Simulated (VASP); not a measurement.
# LaP (Fm-3m) in VASP: notebook

Runs on LaP. Level: LDA. Tasks: electric field gradients, density of states.

All numbers are computed with VASP 6.6.1; they aren't measurements. Logs are shortened: lines on timing, memory, paths and dates and some standing lists are left out, and cuts for length are marked.

## (1) The cell of the first run

Symmetry: Fm-3m, No. 225, cubic system. Conventional cell: a = 6.104 Å, b = 6.104 Å, c = 6.104 Å, α = 90.00°, β = 90.00°, γ = 90.00°. La (site symmetry m-3m) has 6 P at 3.05 Å within 4.0 Å. P (site symmetry m-3m) has 6 La at 3.05 Å within 4.0 Å.

## (2) Electric field gradients, LDA (volume scaled by 1.04)

INCAR

```
ALGO = Normal
EDIFF = 1E-8
ENCUT = 520
GGA = CA
ISIF = 2
ISMEAR = -1
LASPH = T
LCHARG = F
LEFG = T
LREAL = F
LWAVE = F
NBANDS = 15
NELM = 80
PREC = Accurate
SIGMA = 0.03
```

KPOINTS

```
k-points
0
Gamma
  10 10 10
```

POSCAR

```
LaP
1.0
    0.0000000000      3.0521427040      3.0521427040
    3.0521427040      0.0000000000      3.0521427040
    3.0521427040      3.0521427040      0.0000000000
La P
1 1
Direct
    0.0000000000      0.0000000000      0.0000000000
    0.5000000000      0.5000000000      0.5000000000
```

Potentials or basis: VASP PAW LDA potentials, release 64 (La, P).

The run is started by

```bash
$ cat potpaw_LDA.64/La/POTCAR potpaw_LDA.64/P/POTCAR > POTCAR
$ mpirun -np 1 vasp_std > vasp.out
```

OUTCAR:

```text
EDIFF = 1E-8
   ENCUT = 520
   GGA = CA
   ISIF = 2
   ISMEAR = -1
   LASPH = T
   LREAL = F
   NELM = 80
   PREC = Accurate

 ion  position               nearest neighbor table
   1  0.000  0.000  0.000-   2 3.05   2 3.05   2 3.05   2 3.05   2 3.05   2 3.05
   2  0.500  0.500  0.500-   1 3.05   1 3.05   1 3.05   1 3.05   1 3.05   1 3.05

  LATTYP: Found a face centered cubic cell.
 ALAT       =     6.1042854080

  Lattice vectors:

 A1 = (   0.0000000000,   3.0521427040,   3.0521427040)
 A2 = (   3.0521427040,   0.0000000000,   3.0521427040)
 A3 = (   3.0521427040,   3.0521427040,   0.0000000000)

Analysis of symmetry for initial positions (statically):
=====================================================================
 Subroutine PRICEL returns:
 Original cell was already a primitive cell.

 Routine SETGRP: Setting up the symmetry group for a
 face centered cubic supercell.

 Subroutine GETGRP returns: Found 48 space group operations
 (whereof 48 operations were pure point group operations)
 out of a pool of 48 trial point group operations.

The static configuration has the point symmetry O_h .

Analysis of symmetry for dynamics (positions and initial velocities):
=====================================================================
 Subroutine PRICEL returns:
 Original cell was already a primitive cell.

 Routine SETGRP: Setting up the symmetry group for a
 face centered cubic supercell.

 Subroutine GETGRP returns: Found 48 space group operations
 (whereof 48 operations were pure point group operations)
 out of a pool of 48 trial point group operations.

The dynamic configuration has the point symmetry O_h .

 Subroutine INISYM returns: Found 48 space group operations
 (whereof 48 operations are pure point group operations),
 and found     1 'primitive' translations

----------------------------------------------------------------------------------------

                                     Primitive cell

  volume of cell :      56.8649

  direct lattice vectors                    reciprocal lattice vectors
     0.000000000  3.052142704  3.052142704    -0.163819339  0.163819339  0.163819339
     3.052142704  0.000000000  3.052142704     0.163819339 -0.163819339  0.163819339
     3.052142704  3.052142704  0.000000000     0.163819339  0.163819339 -0.163819339

  length of vectors
     4.316381606  4.316381606  4.316381606     0.283743418  0.283743418  0.283743418

  position of ions in fractional coordinates (direct lattice)
     0.000000000  0.000000000  0.000000000
     0.500000000  0.500000000  0.500000000

  ion indices of the primitive-cell ions
   primitive index   ion index
                 1           1
                 2           2

----------------------------------------------------------------------------------------

 KPOINTS: k-points

Automatic generation of k-mesh.
 Grid dimensions read from file:
 generate k-points for:   10   10   10

 Generating k-lattice:

  Cartesian coordinates                     Fractional coordinates (reciprocal lattice)
    -0.016381934  0.016381934  0.016381934     0.100000000  0.000000000  0.000000000
     0.016381934 -0.016381934  0.016381934     0.000000000  0.100000000  0.000000000
     0.016381934  0.016381934 -0.016381934     0.000000000  0.000000000  0.100000000

  Length of vectors
     0.028374342  0.028374342  0.028374342

  Shift w.r.t. Gamma in fractional coordinates (k-lattice)
     0.000000000  0.000000000  0.000000000

 Subroutine IBZKPT returns following result:
 ===========================================

 Found     47 irreducible k-points:

 Following reciprocal coordinates:
            Coordinates               Weight
  0.000000  0.000000  0.000000      1.000000
  0.100000  0.000000  0.000000      8.000000
  0.200000  0.000000  0.000000      8.000000
  0.300000  0.000000  0.000000      8.000000
  0.400000  0.000000  0.000000      8.000000
  0.500000  0.000000  0.000000      4.000000
[... 16 lines left out ...]
  0.300000  0.300000  0.000000      6.000000
  0.400000  0.300000  0.000000     24.000000
 [... further k-points ...]
   k-points           NKPTS =     47   k-points in BZ     NKDIM =     47   number of bands    NBANDS=     15
   number of dos      NEDOS =    301   number of ions     NIONS =      2
   total plane-waves  NPLWV =  32768
   dimension x,y,z NGX =    32 NGY =   32 NGZ =   32
   dimension x,y,z NGXF=    64 NGYF=   64 NGZF=   64
   ions per type =               1   1
   NGX,Y,Z   is equivalent  to a cutoff of  12.32, 12.32, 12.32 a.u.
   NGXF,Y,Z  is equivalent  to a cutoff of  24.65, 24.65, 24.65 a.u.
 SYSTEM =  unknown system
   PREC   = accura    normal or accurate (medium, high low for compatibility)
   ISTART =      0    job   : 0-new  1-cont  2-samecut
   ICHARG =      2    charge: 1-file 2-atom 10-const
   ISPIN  =      1    spin polarized calculation?
   LNONCOLLINEAR =      F non collinear calculations
   LSORBIT =      F    spin-orbit coupling
   LASPH  =      T    aspherical Exc in radial PAW
   ENCUT  =  520.0 eV  38.22 Ry    6.18 a.u.   8.03  8.03  8.03*2*pi/ulx,y,z
   NELM   =     80;   NELMIN=  2; NELMDL= -5     # of ELM steps
   EDIFF  = 0.1E-07   stopping-criterion for ELM
   LREAL  =      F    real-space projection
   EDIFFG = 0.1E-06   stopping-criterion for IOM
   NSW    =      0    number of steps for IOM
   IBRION =     -1    ionic relax: 0-MD 1-quasi-New 2-CG
   NFREE  =      0    steps in history (QN), initial steepest desc. (CG)
   ISIF   =      2    stress and relaxation
   ISYM   =      2    0-nonsym 1-usesym 2-fastsym
   POTIM  = 0.5000    time-step for ionic-motion
   TEBEG  =    0.0;   TEEND  =   0.0 temperature during run
   PSTRESS=    0.0 pullay stress
   NELECT =      16.0000    total number of electrons
   NUPDOWN=      -1.0000    fix difference up-down
   EMIN   =  10.00;   EMAX   =-10.00  energy-range for DOS
   EFERMI =   0.00;   METHOD = LEGACY
   ISMEAR =    -1;   SIGMA  =   0.03  broadening in eV -4-tet -1-fermi 0-gaus
   EFERMI_NEDOS =   21; number of points for ismear=-14 and -15
   IALGO  =     38    algorithm
   IMIX   =      4    mixing-type and parameters
     AMIX     =   0.40;   BMIX     =  1.00
     AMIX_MAG =   1.60;   BMIX_MAG =  1.00
  volume/ion in A,a.u.               =      28.43       191.87
  Fermi-wavevector in a.u.,A,eV,Ry     =   1.072754  2.027210 15.657589  1.150800
  Thomas-Fermi vector in A             =   2.208533
   LORBIT       =      0    0 simple, 1 ext, 2 COOP (PROOUT), +10 PAW based schemes
   GGA     = CA    functional components
   LHFCALC =     F    Hartree Fock is set to
   AEXX    =    0.0000 exact exchange contribution
   IVDW    =     0    specifies the selected vdW correction
   LEPSILON=     F    determine dielectric tensor
   LRPA    =     F    only Hartree local field effects (RPA)
 non-spin polarized calculation
  energy-cutoff  :      520.00
  volume of cell :       56.86
 maximum number of plane-waves:      1544
   NGX = 17   NGY = 17   NGZ = 17

 number of electron      16.0000000 magnetization

 Free energy of the ion-electron system (eV)
  ---------------------------------------------------
  ext. energy  EPLUGINS =         0.00000000
  ---------------------------------------------------
  free energy    TOTEN  =       -14.62204359 eV

  energy without entropy =      -14.62144186  energy(sigma->0) =      -14.62174273

 E-fermi :   5.9466     XC(G=0):  -9.7721

 val. band max:        5.8873529349   @ k =   0.1000   0.1000   0.0000
 cond. band min:       5.9781349516   @ k =   0.4000   0.4000   0.0000
 fundamental gap:      0.0907820167
 Fermi energy:         5.9465897234

 k-point     1 :       0.0000    0.0000    0.0000
  band No.  band energies     occupation
      1     -25.8386      2.00000
      2      -9.3998      2.00000
      3      -9.3998      2.00000
      4      -9.3998      2.00000
      5      -3.1049      2.00000
      6       6.0259      0.13256
      7       6.0259      0.13256
      8       6.0259      0.13256
      9       7.6633      0.00000
     10       7.6633      0.00000
     11       7.6633      0.00000
     12       8.3060      0.00000
     13       8.5116      0.00000
     14       8.5116      0.00000
     15       8.7935      0.00000
[... 397 lines left out ...]
 k-point    24 :       0.4000    0.3000    0.0000
  band No.  band energies     occupation
      1     -25.7955      2.00000
      2      -9.7944      2.00000
      3      -9.5498      2.00000
      4      -9.5330      2.00000
      5      -2.4974      2.00000
      6       4.2205      2.00000
      7       5.3302      2.00000
      8       5.5451      2.00000
      9       6.4904      0.00000
     10       8.5280      0.00000
     11       8.5554      0.00000
     12       8.5988      0.00000
     13       8.5989      0.00000
     14       8.7089      0.00000
     15       8.9430      0.00000

 [... further k-points ...]
[... 5 lines left out ...]
  --------------------------------------------------------------------------------------
  -------------------------------------------------------------------------------------
  Total       -2.0302002     -2.0302002     -2.0302002      0.0000000      0.0000000     -0.0000000
  in kB      -57.2011759    -57.2011759    -57.2011759      0.0000000      0.0000000     -0.0000000
  external PRESSURE =     -57.2011759 kB  Pullay stress =       0.0000000 kB

 VOLUME and BASIS-vectors are now :
 -----------------------------------------------------------------------------
  energy-cutoff  :      520.00
  volume of cell :       56.86
      direct lattice vectors                 reciprocal lattice vectors
     0.000000000  3.052142704  3.052142704    -0.163819339  0.163819339  0.163819339
     3.052142704  0.000000000  3.052142704     0.163819339 -0.163819339  0.163819339
     3.052142704  3.052142704  0.000000000     0.163819339  0.163819339 -0.163819339

 POSITION                                       TOTAL-FORCE (eV/Angst)
 -----------------------------------------------------------------------------------
      0.00000      0.00000      0.00000         0.000000      0.000000      0.000000
      3.05214      3.05214      3.05214         0.000000      0.000000      0.000000
 -----------------------------------------------------------------------------------
    total drift:                                0.000000     -0.000000     -0.000000

  FREE ENERGIE OF THE ION-ELECTRON SYSTEM (eV)
  ---------------------------------------------------
  free  energy   TOTEN  =       -14.6220435921 eV

  energy  without entropy=      -14.6214418624  energy(sigma->0) =      -14.62174273

 Electric field gradients (V/A^2)
---------------------------------------------------------------------
 ion       V_xx      V_yy      V_zz      V_xy      V_xz      V_yz
---------------------------------------------------------------------
   1       0.000     0.000    -0.000    -0.000    -0.000    -0.000
   2      -0.000    -0.000    -0.000    -0.000    -0.000    -0.000
---------------------------------------------------------------------

 Electric field gradients after diagonalization (V/A^2)
 (convention: |V_zz| > |V_xx| > |V_yy|)
----------------------------------------------------------------------
 ion       V_xx      V_yy      V_zz     asymmetry (V_yy - V_xx)/ V_zz
----------------------------------------------------------------------
   1       0.000     0.000    -0.000       0.000
   2       0.000     0.000    -0.000       0.000
----------------------------------------------------------------------

           NMR quadrupolar parameters

 Cq : quadrupolar parameter    Cq=e*Q*V_zz/h
 eta: asymmetry parameters     (V_yy - V_xx)/ V_zz
 Q  : nuclear electric quadrupole moment in mb (millibarn)
----------------------------------------------------------------------
 ion       Cq(MHz)       eta       Q (mb)
----------------------------------------------------------------------
   1      -0.000       0.000       1.000
   2      -0.000       0.000       1.000
----------------------------------------------------------------------
```

Wall time 24 s (1 thread of AMD EPYC 9R45 (Zen 5), shared host); peak memory 0.16 GiB.

Results:

| Property | Result |
| --- | --- |
| Free energy | -14.6220 eV |
| Pressure | -5.7 GPa |
| Band gap on the k mesh | zero (band 8 reaches 6.03 eV, above the bottom of band 9 at 5.87 eV) |

Caveat: the cell differs from its parent crystal (volume scaled by 1.04); without QUAD_EFG the Cq values of the log hold for a quadrupole moment of 1 mb, not for the nuclei; spin-orbit coupling is left out, which moves the levels of the heavy elements.

## (3) Density of states, LDA

This run uses another cell than the first one, of 27.34 Å³/atom, 0.962 times its volume.

POSCAR

```
LaP
1.0
    0.0000000000      3.0125000000      3.0125000000
    3.0125000000      0.0000000000      3.0125000000
    3.0125000000      3.0125000000      0.0000000000
La P
1 1
Direct
    0.0000000000      0.0000000000      0.0000000000
    0.5000000000      0.5000000000      0.5000000000
```

INCAR.step1

```
SYSTEM = LaP
  ALGO = Normal
  EDIFF = 1E-6
  ENCUT = 520
  GGA = CA
  ISIF = 2
  ISMEAR = -1
  LASPH = .True.
  LCHARG = .True.
  LMAXMIX = 6
  LREAL = .False.
  LWAVE = .False.
  NBANDS = 15
  NELM = 60
  PREC = Accurate
  SIGMA = 0.03
```

KPOINTS.step1

```
k-points
0
Gamma
  10 10 10
  0 0 0
```

INCAR.step2

```
SYSTEM = LaP
  ALGO = Normal
  EDIFF = 1E-6
  ENCUT = 520
  GGA = CA
  ICHARG = 11
  ISIF = 2
  ISMEAR = -5
  LASPH = .True.
  LCHARG = .False.
  LMAXMIX = 6
  LORBIT = 11
  LREAL = .False.
  LWAVE = .False.
  NBANDS = 15
  NEDOS = 2001
  NELM = 60
  PREC = Accurate
  SIGMA = 0.03
```

KPOINTS.step2

```
k-points
0
Gamma
  15 15 15
  0 0 0
```

Potentials or basis: VASP PAW LDA potentials, release 64 (La, P).

The run is started by

```bash
$ cat potpaw_LDA.64/La/POTCAR potpaw_LDA.64/P/POTCAR > POTCAR
$ cp INCAR.step1 INCAR
$ cp KPOINTS.step1 KPOINTS
$ mpirun -np 1 vasp_std > vasp.out
$ cp INCAR.step2 INCAR
$ cp KPOINTS.step2 KPOINTS
$ mpirun -np 1 vasp_std > vasp.out
```

It took 57 s on 1 thread of AMD EPYC 9R45 (Zen 5), shared host; peak memory 0.22 GiB.

The run converged. Its results:

```yaml
Valence_electrons_inside_the_program's_atomic_spheres: La 8.51; P 2.55
```

Levels at points of the mesh, in eV from the Fermi level:
| k point | band 4 | band 5 | band 6 | band 7 | band 8 | band 9 | band 10 | band 11 | band 12 | band 13 |
| --- | --- | --- | --- | --- | --- | --- | --- | --- | --- | --- |
| (0.00, 0.00, 0.00) | -15.21 | -9.14 | 0.08 | 0.08 | 0.08 | 1.71 | 1.71 | 1.71 | 2.48 | 2.60 |

Caveat: spin-orbit coupling is left out, which moves the levels of the heavy elements; tetrahedron occupations give inexact forces and stress in metals.

(Continued in part 2 of 2.)
